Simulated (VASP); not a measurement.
Set up this calculation in VASP 6.6.1, as the native input.

```
Task                   : single point
Functional             : LDA
Potentials or basis    : VASP PAW LDA potentials, release 64 (Cr_pv)
Cutoff                 : 520 eV
k mesh                 : 10 × 10 × 10
Occupations            : gaussian, width 0.1 eV
Spin                   : no spin polarisation
Dipole correction      : no
Further INCAR settings : ALGO = Fast; EDIFF = 1e-06; NBANDS = 12
```

The structure of Cr lies in POSCAR:

```
Cr
1.0
   -1.3950595363      1.3950595363      1.3950595363
    1.3950595363     -1.3950595363      1.3950595363
    1.3950595363      1.3950595363     -1.3950595363
Cr
1
Direct
    0.0000000000      0.0000000000      0.0000000000
```

These files were run (other wordings do the same):

INCAR

```
ALGO = Fast
EDIFF = 1E-6
ENCUT = 520
ISIF = 2
ISMEAR = 0
LASPH = T
LCHARG = F
LREAL = F
LWAVE = F
NBANDS = 12
NELM = 80
PREC = Accurate
SIGMA = 0.1
```

KPOINTS

```
k-points
0
Gamma
  10 10 10
```

Potentials or basis: VASP PAW LDA potentials, release 64 (Cr_pv).

The run is started by

```bash
$ cat potpaw_LDA.64/Cr_pv/POTCAR > POTCAR
$ mpirun -np 1 vasp_std > vasp.out
```

It gave:

* Pressure: 0.0 GPa
* Band gap on the k mesh: zero (band 6 reaches 14.38 eV, above the bottom of band 7 at 10.69 eV)

Caveat: the run has no spin polarisation, though such a crystal can be magnetic.

Run time: 5.2 s on 1 thread of Intel(R) Xeon(R) Platinum 8259CL CPU @ 2.50GHz (Skylake/Cascade Lake), with other jobs on the host, peak memory 0.11 GiB.
